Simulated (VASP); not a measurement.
Wanted: the native input for a VASP 6.6.1 run.

```
Task                   : single point
Functional             : PBEsol
Potentials or basis    : VASP PAW PBE potentials, release 64 (Ga_d)
Cutoff                 : 520 eV
k mesh                 : 7 × 7 × 6
Occupations            : gaussian, width 0.1 eV
Spin                   : no spin polarisation
Dipole correction      : no
Further INCAR settings : ALGO = Normal; EDIFF = 1e-06; NBANDS = 34
```

The structure of Ga lies in POSCAR:

```
Ga
1.0
    2.2615000000     -3.8305000000      0.0000000000
    2.2615000000      3.8305000000      0.0000000000
    0.0000000000      0.0000000000      4.5240000000
Ga
4
Direct
    0.8451000000      0.1549000000      0.0810000000
    0.6549000000      0.3451000000      0.5810000000
    0.1549000000      0.8451000000      0.9190000000
    0.3451000000      0.6549000000      0.4190000000
```

These files were run (other wordings do the same):

INCAR

```
ALGO = Normal
EDIFF = 1E-6
ENCUT = 520
GGA = PS
ISIF = 2
ISMEAR = 0
LASPH = True
LCHARG = False
LREAL = False
LWAVE = False
NBANDS = 34
NELM = 60
PREC = Accurate
SIGMA = 0.1
```

KPOINTS

```
k-points
0
Gamma
  7 7 6
```

Potentials or basis: VASP PAW PBE potentials, release 64 (Ga_d).

Run with:

```bash
$ cat potpaw_PBE.64/Ga_d/POTCAR > POTCAR
$ mpirun -np 1 vasp_std > vasp.out
```

Results of the run:

```json
{"Pressure": "-1.6 GPa", "Largest force": "0.119 eV/Å", "Band gap on the k mesh": "zero (band 26 reaches 5.28 eV, above the bottom of band 27 at 3.98 eV)"}
```

Caveat: the PAW data sets were made with another functional, which shifts forces and pressure a little.

Run time: 2.3 min on 1 thread of AMD EPYC 7R13 Processor (Zen 3), on a shared host, peak memory 0.24 GiB.
